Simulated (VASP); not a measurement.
The system is Be3B2Cl3.

```
Be B Cl
1.0
     6.73762    0.00000    0.00000
    -3.36881    5.83495    0.00000
     0.00000    0.00000    4.66909
Be B Cl
3 2 3
Cartesian
  3.3688 0.0000 2.3345
  -1.6844 2.9175 2.3345
  1.6844 2.9175 2.3345
  0.0000 3.8900 0.0000
  3.3688 1.9450 0.0000
  3.3688 0.0000 0.0000
  -1.6844 2.9175 0.0000
  1.6844 2.9175 0.0000
```

* Program: VASP 6.6.1
* Task: relaxation of cell and atoms
* Functional: PBE
* Potentials or basis: VASP PAW PBE potentials, release 64 (Be, B, Cl)
* Cutoff: 600 eV
* k mesh: 6 × 6 × 8
* Occupations: gaussian, width 0.1 eV
* Spin: no spin polarisation

At the start: pressure 0.3 GPa; volume 22.94 Å³/atom.

Q: Where does the relaxation end?

A: Over 13 steps the energy falls by 3.6 meV/atom and the volume is 23.80 Å³/atom (+3.7 %); space group P6/mmm (No. 191, to 0.05 Å).

Step by step:
| step | energy change (eV) | largest force (eV/Å) | pressure (GPa) | volume (Å³) |
| --- | --- | --- | --- | --- |
| 1 | 0.0000 | 0.0000 | 0.33 | 183.56 |
| 2 | -0.0031 | 0.0000 | 0.19 | 184.82 |
| 3 | -0.0059 | 0.0000 | -0.18 | 188.21 |
| 4 | -0.0060 | 0.0000 | -0.13 | 187.74 |
| 5 | -0.0081 | 0.0000 | -0.15 | 187.69 |
| 6 | -0.0156 | 0.0000 | -0.15 | 187.53 |
| 7 | -0.0263 | 0.0000 | 0.15 | 187.09 |
| 8 | -0.0260 | 0.0000 | 0.33 | 186.93 |
| 9 | -0.0265 | 0.0000 | 0.21 | 187.03 |
| 10 | -0.0280 | 0.0000 | 0.16 | 188.52 |
| 11 | -0.0283 | 0.0000 | 0.13 | 189.68 |
| 12 | -0.0286 | 0.0000 | -0.07 | 190.76 |
| 13 | -0.0287 | 0.0000 | 0.00 | 190.37 |

Final structure:
```xyz
8
Lattice="6.6202 0.0000 0.0000 -3.3101 5.7332 0.0000 0.0000 0.0000 5.0158" Properties=species:S:1:pos:R:3 pbc="T T T"
Be    3.3101    0.0000    2.5079
Be   -1.6550    2.8666    2.5079
Be    1.6550    2.8666    2.5079
B     0.0000    3.8221    0.0000
B     3.3101    1.9111    0.0000
Cl    3.3101    0.0000    5.0158
Cl   -1.6550    2.8666    5.0158
Cl    1.6550    2.8666    5.0158
```

Caveat: an odd number of electrons without spin polarisation forces a metal; a magnetic or distorted state may lie lower.
